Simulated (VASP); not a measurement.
# BeTe (F-43m) in VASP: notebook, part 2 of 2

VASP 6.6.1. The steps go on from the part before.

## 5. Single point, LDA

INCAR reads:

```
SYSTEM = BeTe
  ALGO = Normal
  EDIFF = 1E-7
  ENCUT = 520
  ISIF = 2
  ISMEAR = 0
  LASPH = .TRUE.
  LCHARG = .FALSE.
  LREAL = .FALSE.
  LWAVE = .FALSE.
  NBANDS = 11
  NELM = 60
  PREC = Accurate
  SIGMA = 0.01
```

KPOINTS reads:

```
k-points
0
G
  8 8 8
  0 0 0
```

POSCAR reads:

```
BeTe
1.0
    0.0000000000      2.8286236224      2.8286236224
    2.8286236224      0.0000000000      2.8286236224
    2.8286236224      2.8286236224      0.0000000000
Be Te
1 1
Direct
    0.0000000000      0.0000000000      0.0000000000
    0.2500000000      0.2500000000      0.2500000000
```

Potentials or basis: VASP PAW LDA potentials, release 64 (Be, Te).

The run is started by

```
cat potpaw_LDA.64/Be/POTCAR potpaw_LDA.64/Te/POTCAR > POTCAR
mpirun -np 1 vasp_std > vasp.out
```

OUTCAR:

```text
SYSTEM = BeTe
   EDIFF = 1E-7
   ENCUT = 520
   ISIF = 2
   ISMEAR = 0
   LASPH = .TRUE.
   LREAL = .FALSE.
   NELM = 60
   PREC = Accurate

 ion  position               nearest neighbor table
   1  0.000  0.000  0.000-   2 2.45   2 2.45   2 2.45   2 2.45
   2  0.250  0.250  0.250-   1 2.45   1 2.45   1 2.45   1 2.45

  LATTYP: Found a face centered cubic cell.
 ALAT       =     5.6572472448

  Lattice vectors:

 A1 = (   0.0000000000,   2.8286236224,   2.8286236224)
 A2 = (   2.8286236224,   0.0000000000,   2.8286236224)
 A3 = (   2.8286236224,   2.8286236224,   0.0000000000)

Analysis of symmetry for initial positions (statically):
=====================================================================
 Subroutine PRICEL returns:
 Original cell was already a primitive cell.

 Routine SETGRP: Setting up the symmetry group for a
 face centered cubic supercell.

 Subroutine GETGRP returns: Found 24 space group operations
 (whereof 24 operations were pure point group operations)
 out of a pool of 48 trial point group operations.

The static configuration has the point symmetry T_d .

Analysis of symmetry for dynamics (positions and initial velocities):
=====================================================================
 Subroutine PRICEL returns:
 Original cell was already a primitive cell.

 Routine SETGRP: Setting up the symmetry group for a
 face centered cubic supercell.

 Subroutine GETGRP returns: Found 24 space group operations
 (whereof 24 operations were pure point group operations)
 out of a pool of 48 trial point group operations.

The dynamic configuration has the point symmetry T_d .

 Subroutine INISYM returns: Found 24 space group operations
 (whereof 24 operations are pure point group operations),
 and found     1 'primitive' translations

----------------------------------------------------------------------------------------

                                     Primitive cell

  volume of cell :      45.2643

  direct lattice vectors                    reciprocal lattice vectors
     0.000000000  2.828623622  2.828623622    -0.176764415  0.176764415  0.176764415
     2.828623622  0.000000000  2.828623622     0.176764415 -0.176764415  0.176764415
     2.828623622  2.828623622  0.000000000     0.176764415  0.176764415 -0.176764415

  length of vectors
     4.000277890  4.000277890  4.000277890     0.306164948  0.306164948  0.306164948

  position of ions in fractional coordinates (direct lattice)
     0.000000000  0.000000000  0.000000000
     0.250000000  0.250000000  0.250000000

  ion indices of the primitive-cell ions
   primitive index   ion index
                 1           1
                 2           2

----------------------------------------------------------------------------------------

 KPOINTS: k-points

Automatic generation of k-mesh.
 Grid dimensions read from file:
 generate k-points for:    8    8    8

 Generating k-lattice:

  Cartesian coordinates                     Fractional coordinates (reciprocal lattice)
    -0.022095552  0.022095552  0.022095552     0.125000000  0.000000000  0.000000000
     0.022095552 -0.022095552  0.022095552     0.000000000  0.125000000  0.000000000
     0.022095552  0.022095552 -0.022095552     0.000000000  0.000000000  0.125000000

  Length of vectors
     0.038270618  0.038270618  0.038270618

  Shift w.r.t. Gamma in fractional coordinates (k-lattice)
     0.000000000  0.000000000  0.000000000

 Subroutine IBZKPT returns following result:
 ===========================================

 Found     29 irreducible k-points:

 Following reciprocal coordinates:
            Coordinates               Weight
  0.000000  0.000000  0.000000      1.000000
  0.125000  0.000000  0.000000      8.000000
  0.250000  0.000000  0.000000      8.000000
  0.375000  0.000000  0.000000      8.000000
  0.500000  0.000000  0.000000      4.000000
  0.125000  0.125000  0.000000      6.000000
[... 16 lines left out ...]
  0.500000  0.250000  0.125000     48.000000
 -0.375000  0.250000  0.125000     24.000000
 [... further k-points ...]
   k-points           NKPTS =     29   k-points in BZ     NKDIM =     29   number of bands    NBANDS=     11
   number of dos      NEDOS =    301   number of ions     NIONS =      2
   total plane-waves  NPLWV =  27000
   dimension x,y,z NGX =    30 NGY =   30 NGZ =   30
   dimension x,y,z NGXF=    60 NGYF=   60 NGZF=   60
   ions per type =               1   1
   NGX,Y,Z   is equivalent  to a cutoff of  12.47, 12.47, 12.47 a.u.
   NGXF,Y,Z  is equivalent  to a cutoff of  24.94, 24.94, 24.94 a.u.
 SYSTEM =  BeTe
   PREC   = accura    normal or accurate (medium, high low for compatibility)
   ISTART =      0    job   : 0-new  1-cont  2-samecut
   ICHARG =      2    charge: 1-file 2-atom 10-const
   ISPIN  =      1    spin polarized calculation?
   LNONCOLLINEAR =      F non collinear calculations
   LSORBIT =      F    spin-orbit coupling
   LASPH  =      T    aspherical Exc in radial PAW
   ENCUT  =  520.0 eV  38.22 Ry    6.18 a.u.   7.44  7.44  7.44*2*pi/ulx,y,z
   NELM   =     60;   NELMIN=  2; NELMDL= -5     # of ELM steps
   EDIFF  = 0.1E-06   stopping-criterion for ELM
   LREAL  =      F    real-space projection
   EDIFFG = 0.1E-05   stopping-criterion for IOM
   NSW    =      0    number of steps for IOM
   IBRION =     -1    ionic relax: 0-MD 1-quasi-New 2-CG
   NFREE  =      0    steps in history (QN), initial steepest desc. (CG)
   ISIF   =      2    stress and relaxation
   ISYM   =      2    0-nonsym 1-usesym 2-fastsym
   POTIM  = 0.5000    time-step for ionic-motion
   TEBEG  =    0.0;   TEEND  =   0.0 temperature during run
   PSTRESS=    0.0 pullay stress
   NELECT =       8.0000    total number of electrons
   NUPDOWN=      -1.0000    fix difference up-down
   EMIN   =  10.00;   EMAX   =-10.00  energy-range for DOS
   EFERMI =   0.00;   METHOD = LEGACY
   ISMEAR =     0;   SIGMA  =   0.01  broadening in eV -4-tet -1-fermi 0-gaus
   EFERMI_NEDOS =   21; number of points for ismear=-14 and -15
   IALGO  =     38    algorithm
   IMIX   =      4    mixing-type and parameters
     AMIX     =   0.40;   BMIX     =  1.00
     AMIX_MAG =   1.60;   BMIX_MAG =  1.00
  volume/ion in A,a.u.               =      22.63       152.73
  Fermi-wavevector in a.u.,A,eV,Ry     =   0.918727  1.736142 11.484116  0.844059
  Thomas-Fermi vector in A             =   2.043841
   LORBIT       =      0    0 simple, 1 ext, 2 COOP (PROOUT), +10 PAW based schemes
   GGA     = CA    functional components
   LHFCALC =     F    Hartree Fock is set to
   AEXX    =    0.0000 exact exchange contribution
   IVDW    =     0    specifies the selected vdW correction
   LEPSILON=     F    determine dielectric tensor
   LRPA    =     F    only Hartree local field effects (RPA)
 non-spin polarized calculation
 Gauss-broadening in eV      SIGMA  =   0.01
  energy-cutoff  :      520.00
  volume of cell :       45.26
 maximum number of plane-waves:      1243
 NGX is ok and might be reduce to    30
   NGX = 15   NGY = 15   NGZ = 15

 number of electron       8.0000000 magnetization

 Free energy of the ion-electron system (eV)
  ---------------------------------------------------
  ext. energy  EPLUGINS =         0.00000000
  ---------------------------------------------------
  free energy    TOTEN  =        -8.70541837 eV

  energy without entropy =       -8.70541837  energy(sigma->0) =       -8.70541837

 E-fermi :   4.8581     XC(G=0):  -9.2183

 val. band max:        4.7921762915   @ k =   0.0000   0.0000   0.0000
 cond. band min:       6.6924506294   @ k =   0.5000   0.5000   0.0000
 fundamental gap:      1.9002743379
 Fermi energy:         4.8581015295

 k-point     1 :       0.0000    0.0000    0.0000
  band No.  band energies     occupation
      1      -7.4398      2.00000
      2       4.7922      2.00000
      3       4.7922      2.00000
      4       4.7922      2.00000
      5       8.3870      0.00000
      6       8.3870      0.00000
      7       8.3870      0.00000
      8       8.4186      0.00000
      9      12.9392      0.00000
     10      15.0012      0.00000
     11      15.0012      0.00000
[... 309 lines left out ...]
 k-point    24 :      -0.3750    0.2500    0.1250
  band No.  band energies     occupation
      1      -5.9109      2.00000
      2      -0.2356      2.00000
      3       1.9481      2.00000
      4       2.9239      2.00000
      5       8.9138      0.00000
      6       9.1359      0.00000
      7      11.3659      0.00000
      8      12.4132      0.00000
      9      13.1585      0.00000
     10      16.2049      0.00000
     11      16.5211      0.00000

 [... further k-points ...]
[... 5 lines left out ...]
  --------------------------------------------------------------------------------------
  -------------------------------------------------------------------------------------
  Total       -0.8234849     -0.8234849     -0.8234849     -0.0000000      0.0000000      0.0000000
  in kB      -29.1481340    -29.1481340    -29.1481340     -0.0000000      0.0000000      0.0000000
  external PRESSURE =     -29.1481340 kB  Pullay stress =       0.0000000 kB

 VOLUME and BASIS-vectors are now :
 -----------------------------------------------------------------------------
  energy-cutoff  :      520.00
  volume of cell :       45.26
      direct lattice vectors                 reciprocal lattice vectors
     0.000000000  2.828623622  2.828623622    -0.176764415  0.176764415  0.176764415
     2.828623622  0.000000000  2.828623622     0.176764415 -0.176764415  0.176764415
     2.828623622  2.828623622  0.000000000     0.176764415  0.176764415 -0.176764415

 POSITION                                       TOTAL-FORCE (eV/Angst)
 -----------------------------------------------------------------------------------
      0.00000      0.00000      0.00000         0.000000      0.000000      0.000000
      1.41431      1.41431      1.41431        -0.000000     -0.000000     -0.000000
 -----------------------------------------------------------------------------------
    total drift:                                0.000000      0.000000      0.000000

  FREE ENERGIE OF THE ION-ELECTRON SYSTEM (eV)
  ---------------------------------------------------
  free  energy   TOTEN  =        -8.7054183702 eV

  energy  without entropy=       -8.7054183702  energy(sigma->0) =       -8.70541837
```

OSZICAR:

```text
N       E                     dE             d eps       ncg     rms          rms(c)
DAV:   1     0.189300400471E+02    0.18930E+02   -0.32206E+03   638   0.584E+02
DAV:   2    -0.764157892220E+01   -0.26572E+02   -0.24800E+02   847   0.875E+01
DAV:   3    -0.885959530199E+01   -0.12180E+01   -0.12149E+01   804   0.199E+01
DAV:   4    -0.887362944903E+01   -0.14034E-01   -0.14033E-01   736   0.248E+00
DAV:   5    -0.887391928214E+01   -0.28983E-03   -0.28983E-03   774   0.354E-01    0.412E+00
DAV:   6    -0.874979908486E+01    0.12412E+00   -0.12503E-01   704   0.128E+00    0.242E+00
DAV:   7    -0.870581159643E+01    0.43987E-01   -0.10877E-01   746   0.136E+00    0.393E-01
DAV:   8    -0.870536312898E+01    0.44847E-03   -0.52260E-03   706   0.387E-01    0.106E-01
DAV:   9    -0.870541365440E+01   -0.50525E-04   -0.16579E-04   795   0.830E-02    0.374E-02
DAV:  10    -0.870541842057E+01   -0.47662E-05   -0.21378E-05   680   0.210E-02    0.134E-02
DAV:  11    -0.870541837015E+01    0.50421E-07   -0.70664E-07   793   0.512E-03
   1 F= -.87054184E+01 E0= -.87054184E+01  d E =-.440780E-23
```

stdout:

```text
POSCAR found type information on POSCAR BeTe
 POSCAR found :  2 types and       2 ions
 scaLAPACK will be used
 LDA part: xc-table for (Slater(with rela. corr.)+CA(PZ))
 , standard interpolation
 POSCAR, INCAR and KPOINTS ok, starting setup
 FFT: planning ... GRIDC
 FFT: planning ... GRID_SOFT
 FFT: planning ... GRID
 WAVECAR not read
 entering main loop
```

It took 6.5 s on 1 thread of AMD EPYC 9R45 (Zen 5), shared host; peak memory 0.12 GiB.

Results:

| Quantity | Value |
| --- | --- |
| Free energy | -8.7054 eV |
| Pressure | -2.9 GPa |
| Band gap on the k mesh | 1.90 eV (least direct gap 3.59 eV) |

Caveat: spin-orbit coupling is left out, which moves the levels of the heavy elements.

## 6. Single point, PBEsol

This run uses another cell than the first one, of 22.02 Å³/atom.

INCAR reads:

```
SYSTEM = BeTe
PREC = Accurate
ENCUT = 520
EDIFF = 1E-6
ISMEAR = -1
SIGMA = 0.02
LREAL = .FALSE.
LASPH = .TRUE.
NELM = 80
ALGO = Normal
ISIF = 2
LWAVE = .FALSE.
LCHARG = .FALSE.
GGA = PS
NBANDS = 11
```

KPOINTS reads:

```
Automatic mesh
0
G
  8 8 8
  0 0 0
```

POSCAR reads:

```
BeTe
1.0
    0.0000000000      2.8029777342      2.8029777342
    2.8029777342      0.0000000000      2.8029777342
    2.8029777342      2.8029777342      0.0000000000
Be Te
1 1
Direct
    0.0000000000      0.0000000000      0.0000000000
    0.2500000000      0.2500000000      0.2500000000
```

Potentials or basis: VASP PAW PBE potentials, release 64 (Be, Te).

The run is started by

```
cat potpaw_PBE.64/Be/POTCAR potpaw_PBE.64/Te/POTCAR > POTCAR
mpirun -np 1 vasp_std > vasp.out
```

Run time: 7.1 s. Hardware: 1 thread of AMD EPYC 9R45 (Zen 5), shared host; peak memory 0.14 GiB.

It converged, with:

* Free energy: -8.2159 eV
* Pressure: 0.2 GPa
* Band gap on the k mesh: 1.82 eV (least direct gap 3.59 eV)

Levels at points of the mesh, in eV from the valence-band top:
```
           k point  band 2  band 3  band 4  band 5  band 6  band 7
(0.00, 0.00, 0.00)    0.00    0.00    0.00    3.59    3.59    3.59
(0.50, 0.00, 0.00)   -5.66   -1.16   -1.16    3.07    4.55    4.55
(0.50, 0.50, 0.00)   -5.20   -2.71   -2.71    1.82    2.59    9.79
```

Caveat: the PAW data sets were made with another functional, which shifts forces and pressure a little; spin-orbit coupling is left out, which moves the levels of the heavy elements. A k mesh can miss the band edges.

## 7. The runs side by side

| level | potentials or basis | cell | k mesh | smearing | gap on the mesh (eV) | pressure (GPa) |
| --- | --- | --- | --- | --- | --- | --- |
| PBE | VASP PAW PBE potentials, release 64 (Be, Te) | a = 4.000 Å, angles 60.0°, 2 atoms | 4 × 4 × 4 | gaussian 0.01 eV | 2.00 | 0.8 |
| LDA | VASP PAW LDA potentials, release 64 (Be, Te) | a = 3.928 Å, angles 60.0°, 2 atoms | 8 × 8 × 8 | fermi-dirac 0.02 eV | 1.77 | 0.3 |
| PBE | VASP PAW PBE potentials, release 64 (Be, Te) | a = 4.005 Å, angles 60.0°, 2 atoms | 8 × 8 × 8 | fermi-dirac 0.02 eV | 2.01 | 0.1 |
| LDA | VASP PAW LDA potentials, release 64 (Be, Te) | a = 4.000 Å, angles 60.0°, 2 atoms | 8 × 8 × 8 | gaussian 0.01 eV | 1.90 | -2.9 |
| PBEsol | VASP PAW PBE potentials, release 64 (Be, Te) | a = 3.964 Å, angles 60.0°, 2 atoms | 8 × 8 × 8 | fermi-dirac 0.02 eV | 1.82 | 0.2 |

Alike in all rows: task single point; no spin polarisation; cutoff (eV) 520.

Caveats: some runs use coarse meshes; spin-orbit coupling is left out, which moves the levels of the heavy elements; the PAW data sets were made with another functional, which shifts forces and pressure a little (at least some runs).

Total energies depend on the potentials used, so only differences within one code and one set of settings carry meaning.
